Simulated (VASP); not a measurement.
# TaN (Fm-3m) in VASP: a series of runs

The runs below take TaN through relaxation of cell and atoms, single point, with LDA.

All numbers are computed with VASP 6.6.1; they aren't measurements. Logs are shortened: lines on timing, memory, paths and dates and some standing lists are left out, and cuts for length are marked.

## 1. The cell of the first run

Symmetry: Fm-3m, No. 225, cubic system. Conventional cell: a = 4.358 Å, b = 4.358 Å, c = 4.358 Å, α = 90.00°, β = 90.00°, γ = 90.00°. Within 2.9 Å of Ta (site symmetry m-3m) lie 6 N at 2.18 Å. Within 2.9 Å of N (site symmetry m-3m) lie 6 Ta at 2.18 Å.

## 2. Relaxation of cell and atoms, LDA

INCAR

```
SYSTEM = TaN
PREC     = Accurate       ! precision mode
ENCUT    = 600            ! plane-wave cutoff, eV
EDIFF    = 1E-6           ! SCF threshold, eV
ISMEAR   = 0              ! smearing method
SIGMA    = 0.1            ! smearing width, eV
LREAL    = .FALSE.        ! projectors in reciprocal space
LASPH    = .TRUE.         ! aspherical terms in the spheres
NELM     = 80             ! most SCF steps
ALGO     = Normal         ! electronic algorithm
ISIF     = 3              ! what is computed and relaxed
LWAVE    = .FALSE.        ! write WAVECAR
LCHARG   = .FALSE.        ! write CHGCAR
IBRION   = 2              ! ionic algorithm
NSW      = 100            ! ionic steps
EDIFFG   = -0.005         ! ionic threshold
```

KPOINTS

```
Automatic mesh
0
G
  16 16 16
  0 0 0
```

POSCAR

```
TaN
1.0
    0.0000000000      2.1790000000      2.1790000000
    2.1790000000      0.0000000000      2.1790000000
    2.1790000000      2.1790000000      0.0000000000
Ta N
1 1
Direct
    0.5000000000      0.5000000000      0.5000000000
    0.0000000000      0.0000000000      0.0000000000
```

Potentials or basis: VASP PAW LDA potentials, release 64 (Ta_pv, N).

Command:

```console
cat potpaw_LDA.64/Ta_pv/POTCAR potpaw_LDA.64/N/POTCAR > POTCAR
mpirun -np 1 vasp_std > vasp.out
```

OUTCAR:

```text
SYSTEM = TaN
   PREC = Accurate
   ENCUT = 600
   EDIFF = 1E-6
   ISMEAR = 0
   LREAL = .FALSE.
   LASPH = .TRUE.
   NELM = 80
   ISIF = 3
   IBRION = 2
   NSW = 100
   EDIFFG = -0.005

 ion  position               nearest neighbor table
   1  0.500  0.500  0.500-   2 2.18   2 2.18   2 2.18   2 2.18   2 2.18   2 2.18
   2  0.000  0.000  0.000-   1 2.18   1 2.18   1 2.18   1 2.18   1 2.18   1 2.18

  LATTYP: Found a face centered cubic cell.
 ALAT       =     4.3580000000

  Lattice vectors:

 A1 = (   0.0000000000,   2.1790000000,   2.1790000000)
 A2 = (   2.1790000000,   0.0000000000,   2.1790000000)
 A3 = (   2.1790000000,   2.1790000000,   0.0000000000)

Analysis of symmetry for initial positions (statically):
=====================================================================
 Subroutine PRICEL returns:
 Original cell was already a primitive cell.

 Routine SETGRP: Setting up the symmetry group for a
 face centered cubic supercell.

 Subroutine GETGRP returns: Found 48 space group operations
 (whereof 48 operations were pure point group operations)
 out of a pool of 48 trial point group operations.

The static configuration has the point symmetry O_h .

Analysis of symmetry for dynamics (positions and initial velocities):
=====================================================================
 Subroutine PRICEL returns:
 Original cell was already a primitive cell.

 Routine SETGRP: Setting up the symmetry group for a
 face centered cubic supercell.

 Subroutine GETGRP returns: Found 48 space group operations
 (whereof 48 operations were pure point group operations)
 out of a pool of 48 trial point group operations.

The dynamic configuration has the point symmetry O_h .

 Subroutine INISYM returns: Found 48 space group operations
 (whereof 48 operations are pure point group operations),
 and found     1 'primitive' translations

----------------------------------------------------------------------------------------

                                     Primitive cell

  volume of cell :      20.6920

  direct lattice vectors                    reciprocal lattice vectors
     0.000000000  2.179000000  2.179000000    -0.229463056  0.229463056  0.229463056
     2.179000000  0.000000000  2.179000000     0.229463056 -0.229463056  0.229463056
     2.179000000  2.179000000  0.000000000     0.229463056  0.229463056 -0.229463056

  length of vectors
     3.081571352  3.081571352  3.081571352     0.397441672  0.397441672  0.397441672

  position of ions in fractional coordinates (direct lattice)
     0.500000000  0.500000000  0.500000000
     0.000000000  0.000000000  0.000000000

  ion indices of the primitive-cell ions
   primitive index   ion index
                 1           1
                 2           2

----------------------------------------------------------------------------------------

 KPOINTS: Automatic mesh

Automatic generation of k-mesh.
 Grid dimensions read from file:
 generate k-points for:   16   16   16

 Generating k-lattice:

  Cartesian coordinates                     Fractional coordinates (reciprocal lattice)
    -0.014341441  0.014341441  0.014341441     0.062500000  0.000000000  0.000000000
     0.014341441 -0.014341441  0.014341441     0.000000000  0.062500000  0.000000000
     0.014341441  0.014341441 -0.014341441     0.000000000  0.000000000  0.062500000

  Length of vectors
     0.024840105  0.024840105  0.024840105

  Shift w.r.t. Gamma in fractional coordinates (k-lattice)
     0.000000000  0.000000000  0.000000000

 Subroutine IBZKPT returns following result:
 ===========================================

 Found    145 irreducible k-points:

 Following reciprocal coordinates:
            Coordinates               Weight
  0.000000  0.000000  0.000000      1.000000
  0.062500  0.000000  0.000000      8.000000
  0.125000  0.000000  0.000000      8.000000
  0.187500  0.000000  0.000000      8.000000
  0.250000  0.000000  0.000000      8.000000
  0.312500  0.000000  0.000000      8.000000
[... 16 lines left out ...]
 -0.125000  0.062500  0.000000     24.000000
 -0.062500  0.062500  0.000000     12.000000
 [... further k-points ...]
   k-points           NKPTS =    145   k-points in BZ     NKDIM =    145   number of bands    NBANDS=     12
   number of dos      NEDOS =    301   number of ions     NIONS =      2
   total plane-waves  NPLWV =  21952
   dimension x,y,z NGX =    28 NGY =   28 NGZ =   28
   dimension x,y,z NGXF=    56 NGYF=   56 NGZF=   56
   ions per type =               1   1
   NGX,Y,Z   is equivalent  to a cutoff of  15.11, 15.11, 15.11 a.u.
   NGXF,Y,Z  is equivalent  to a cutoff of  30.21, 30.21, 30.21 a.u.
 SYSTEM =  TaN
   PREC   = accura    normal or accurate (medium, high low for compatibility)
   ISTART =      0    job   : 0-new  1-cont  2-samecut
   ICHARG =      2    charge: 1-file 2-atom 10-const
   ISPIN  =      1    spin polarized calculation?
   LNONCOLLINEAR =      F non collinear calculations
   LSORBIT =      F    spin-orbit coupling
   LASPH  =      T    aspherical Exc in radial PAW
   ENCUT  =  600.0 eV  44.10 Ry    6.64 a.u.   6.15  6.15  6.15*2*pi/ulx,y,z
   NELM   =     80;   NELMIN=  2; NELMDL= -5     # of ELM steps
   EDIFF  = 0.1E-05   stopping-criterion for ELM
   LREAL  =      F    real-space projection
   EDIFFG = -.5E-02   stopping-criterion for IOM
   NSW    =    100    number of steps for IOM
   IBRION =      2    ionic relax: 0-MD 1-quasi-New 2-CG
   NFREE  =      1    steps in history (QN), initial steepest desc. (CG)
   ISIF   =      3    stress and relaxation
   ISYM   =      2    0-nonsym 1-usesym 2-fastsym
   POTIM  = 0.5000    time-step for ionic-motion
   TEBEG  =    0.0;   TEEND  =   0.0 temperature during run
   PSTRESS=    0.0 pullay stress
   NELECT =      16.0000    total number of electrons
   NUPDOWN=      -1.0000    fix difference up-down
   EMIN   =  10.00;   EMAX   =-10.00  energy-range for DOS
   EFERMI =   0.00;   METHOD = LEGACY
   ISMEAR =     0;   SIGMA  =   0.10  broadening in eV -4-tet -1-fermi 0-gaus
   EFERMI_NEDOS =   21; number of points for ismear=-14 and -15
   IALGO  =     38    algorithm
   IMIX   =      4    mixing-type and parameters
     AMIX     =   0.40;   BMIX     =  1.00
     AMIX_MAG =   1.60;   BMIX_MAG =  1.00
  volume/ion in A,a.u.               =      10.35        69.82
  Fermi-wavevector in a.u.,A,eV,Ry     =   1.502615  2.839530 30.719922  2.257851
  Thomas-Fermi vector in A             =   2.613832
   LORBIT       =      0    0 simple, 1 ext, 2 COOP (PROOUT), +10 PAW based schemes
   GGA     = CA    functional components
   LHFCALC =     F    Hartree Fock is set to
   AEXX    =    0.0000 exact exchange contribution
   IVDW    =     0    specifies the selected vdW correction
   LEPSILON=     F    determine dielectric tensor
   LRPA    =     F    only Hartree local field effects (RPA)
 conjugate gradient relaxation of ions
 non-spin polarized calculation
 Gauss-broadening in eV      SIGMA  =   0.10
  energy-cutoff  :      600.00
  volume of cell :       20.69
 maximum number of plane-waves:       701
 NGX is ok and might be reduce to    28
   NGX = 13   NGY = 13   NGZ = 13

--------------------------------------- Ionic step        1  -------------------------------------------

 number of electron      16.0000001 magnetization

 Free energy of the ion-electron system (eV)
  ---------------------------------------------------
  ext. energy  EPLUGINS =         0.00000000
  ---------------------------------------------------
  free energy    TOTEN  =       -24.14898664 eV

  energy without entropy =      -24.14343880  energy(sigma->0) =      -24.14621272

------------------------ aborting loop because EDIFF is reached ----------------------------------------

  FORCE on cell =-STRESS in cart. coord.  units (eV):
  Direction    XX          YY          ZZ          XY          YZ          ZX
  --------------------------------------------------------------------------------------
  -------------------------------------------------------------------------------------
  Total       -0.0608000     -0.0608000     -0.0608000      0.0000000     -0.0000000      0.0000000
  in kB       -4.7077373     -4.7077373     -4.7077373      0.0000000     -0.0000000      0.0000000
  external PRESSURE =      -4.7077373 kB  Pullay stress =       0.0000000 kB

 VOLUME and BASIS-vectors are now :
 -----------------------------------------------------------------------------
  energy-cutoff  :      600.00
  volume of cell :       20.69
      direct lattice vectors                 reciprocal lattice vectors
     0.000000000  2.179000000  2.179000000    -0.229463056  0.229463056  0.229463056
     2.179000000  0.000000000  2.179000000     0.229463056 -0.229463056  0.229463056
     2.179000000  2.179000000  0.000000000     0.229463056  0.229463056 -0.229463056
[... 37 lines left out ...]
 POSITION                                       TOTAL-FORCE (eV/Angst)
 -----------------------------------------------------------------------------------
      2.17580      2.17580      2.17580         0.000000      0.000000      0.000000
      4.35161      4.35161      4.35161        -0.000000      0.000000     -0.000000
 -----------------------------------------------------------------------------------
    total drift:                                0.000000      0.000000      0.000000

  FREE ENERGIE OF THE ION-ELECTRON SYSTEM (eV)
  ---------------------------------------------------
  free  energy   TOTEN  =       -24.1487872411 eV

  energy  without entropy=      -24.1432642905  energy(sigma->0) =      -24.14602577

--------------------------------------- Ionic step        3  -------------------------------------------

 number of electron      16.0000001 magnetization

 Free energy of the ion-electron system (eV)
  ---------------------------------------------------
  ext. energy  EPLUGINS =         0.00000000
  ---------------------------------------------------
  free energy    TOTEN  =       -24.14902513 eV

  energy without entropy =      -24.14348447  energy(sigma->0) =      -24.14625480

 E-fermi :   9.7201     XC(G=0): -13.8167

 val. band max:        9.7084180021   @ k =  -0.3125   0.3750   0.1875
 cond. band min:       9.7268356220   @ k =  -0.3125   0.3125   0.1250
 fundamental gap:      0.0184176199
 Fermi energy:         9.7200705797

 k-point     1 :       0.0000    0.0000    0.0000
  band No.  band energies     occupation
      1     -25.7765      2.00000
      2     -25.7765      2.00000
      3     -25.7765      2.00000
      4      -9.1132      2.00000
      5       5.8794      2.00000
      6       5.8794      2.00000
      7       5.8794      2.00000
      8       7.5161      2.00000
      9       7.5161      2.00000
     10       7.5161      2.00000
     11       9.7327      0.85789
     12       9.7327      0.85789

 k-point     2 :       0.0625    0.0000    0.0000
  band No.  band energies     occupation
      1     -25.8167      2.00000
      2     -25.7800      2.00000
      3     -25.7800      2.00000
      4      -9.0103      2.00000
      5       5.3561      2.00000
      6       5.5139      2.00000
      7       5.5139      2.00000
      8       7.6819      2.00000
      9       7.6819      2.00000
     10       7.7660      2.00000
     11      10.1501      0.00000
     12      10.1501      0.00000
[... 316 lines left out ...]
 k-point    24 :      -0.0625    0.0625    0.0000
  band No.  band energies     occupation
      1     -25.8724      2.00000
      2     -25.8016      2.00000
      3     -25.7787      2.00000
      4      -8.8448      2.00000
      5       4.6449      2.00000
      6       4.9345      2.00000
      7       5.2987      2.00000
      8       7.6966      2.00000
      9       7.9442      2.00000
     10       8.2558      2.00000
     11      10.2059      0.00000
     12      11.0841      0.00000

 [... further k-points ...]
[... 5 lines left out ...]
  --------------------------------------------------------------------------------------
  -------------------------------------------------------------------------------------
  Total        0.0087478      0.0087478      0.0087478      0.0000000      0.0000000      0.0000000
  in kB        0.6781993      0.6781993      0.6781993      0.0000000      0.0000000      0.0000000
  external PRESSURE =       0.6781993 kB  Pullay stress =       0.0000000 kB

 VOLUME and BASIS-vectors are now :
 -----------------------------------------------------------------------------
  energy-cutoff  :      600.00
  volume of cell :       20.67
      direct lattice vectors                 reciprocal lattice vectors
     0.000000000  2.178079891  2.178079891    -0.229559991  0.229559991  0.229559991
     2.178079891  0.000000000  2.178079891     0.229559991 -0.229559991  0.229559991
     2.178079891  2.178079891  0.000000000     0.229559991  0.229559991 -0.229559991

 POSITION                                       TOTAL-FORCE (eV/Angst)
 -----------------------------------------------------------------------------------
      2.17808      2.17808      2.17808         0.000000      0.000000      0.000000
      0.00000      0.00000      0.00000        -0.000000     -0.000000     -0.000000
 -----------------------------------------------------------------------------------
    total drift:                                0.000000      0.000000      0.000000

  FREE ENERGIE OF THE ION-ELECTRON SYSTEM (eV)
  ---------------------------------------------------
  free  energy   TOTEN  =       -24.1490251293 eV

  energy  without entropy=      -24.1434844704  energy(sigma->0) =      -24.14625480

 reached required accuracy - stopping structural energy minimisation
```

Wall time 39 s (1 thread of AMD EPYC 9R45 (Zen 5), shared host); peak memory 0.15 GiB.

Results:

```yaml
Free_energy: -24.1490 eV
Relaxed_volume: 10.33 Å³/atom
Relaxed_cell: a = 3.080 Å, b = 3.080 Å, c = 3.080 Å, α = 60.00°, β = 60.00°, γ = 60.00°
Space_group_after_relaxing_to_0.05_Å: Fm-3m (No. 225)
Energy_gained_by_relaxing: 0.0 meV/atom
Ionic_steps: 3
Pressure_after_relaxing: 0.1 GPa
Band_gap_on_the_k_mesh: zero (band 8 reaches 11.70 eV, above the bottom of band 9 at 7.52 eV)
```

Final structure:
```
Ta N
1.0
     0.00000    2.17808    2.17808
     2.17808    0.00000    2.17808
     2.17808    2.17808    0.00000
Ta N
1 1
Direct
  0.50000 0.50000 0.50000
  0.00000 0.00000 0.00000
```

Levels at points of the mesh, in eV from the Fermi level:
```tsv
k point	band 5	band 6	band 7	band 8	band 9	band 10	band 11	band 12
(0.00, 0.00, 0.00)	-3.84	-3.84	-3.84	-2.20	-2.20	-2.20	0.01	0.01
(0.50, 0.00, 0.00)	-10.56	-7.77	-7.77	1.98	1.98	2.10	4.06	7.82
(0.50, 0.50, 0.00)	-6.58	-5.66	-4.62	-4.62	2.15	3.70	3.70	4.94
```

Caveat: spin-orbit coupling is left out, which moves the levels of the heavy elements.

## 3. Single point, LDA

This run uses another cell than the first one, of 9.98 Å³/atom, 0.965 times its volume.

INCAR

```
PREC = Accurate
ENCUT = 520
EDIFF = 1E-6
ISMEAR = -1
SIGMA = 0.15
LREAL = F
LASPH = T
NELM = 100
ALGO = Normal
ISIF = 2
LWAVE = F
LCHARG = T
GGA = CA
LELF = T
LVHAR = T
NBANDS = 15
```

KPOINTS

```
regular mesh
0
Gamma
  16 16 16
```

POSCAR

```
TaN
1.0
    0.0000000000      2.1530871635      2.1530871635
    2.1530871635      0.0000000000      2.1530871635
    2.1530871635      2.1530871635      0.0000000000
Ta N
1 1
Direct
    0.5000000000      0.5000000000      0.5000000000
    0.0000000000      0.0000000000      0.0000000000
```

Potentials or basis: VASP PAW LDA potentials, release 64 (Ta_pv, N).

Command:

```console
cat potpaw_LDA.64/Ta_pv/POTCAR potpaw_LDA.64/N/POTCAR > POTCAR
mpirun -np 1 vasp_std > vasp.out
```

It took 11 s on 1 thread of Intel Xeon 6975P-C (Granite Rapids), shared host; peak memory 0.16 GiB.

Results (log left out):

```
Free energy            : -24.1464 eV
Pressure               : 14.3 GPa
Band gap on the k mesh : zero (band 8 reaches 12.22 eV, above the bottom of band 9 at 7.83 eV)
```

Levels at points of the mesh, in eV from the Fermi level:
```tsv
k point	band 4	band 5	band 6	band 7	band 8	band 9	band 10	band 11	band 12	band 13
(0.00, 0.00, 0.00)	-19.12	-3.94	-3.94	-3.94	-2.31	-2.31	-2.31	0.02	0.02	2.31
(0.50, 0.00, 0.00)	-15.60	-10.85	-8.03	-8.03	2.09	2.09	2.21	4.17	8.20	8.20
(0.50, 0.50, 0.00)	-17.85	-6.64	-5.91	-4.70	-4.70	2.27	3.91	3.91	5.33	7.54
```

Caveat: spin-orbit coupling is left out, which moves the levels of the heavy elements.

(Continued in part 2 of 2.)
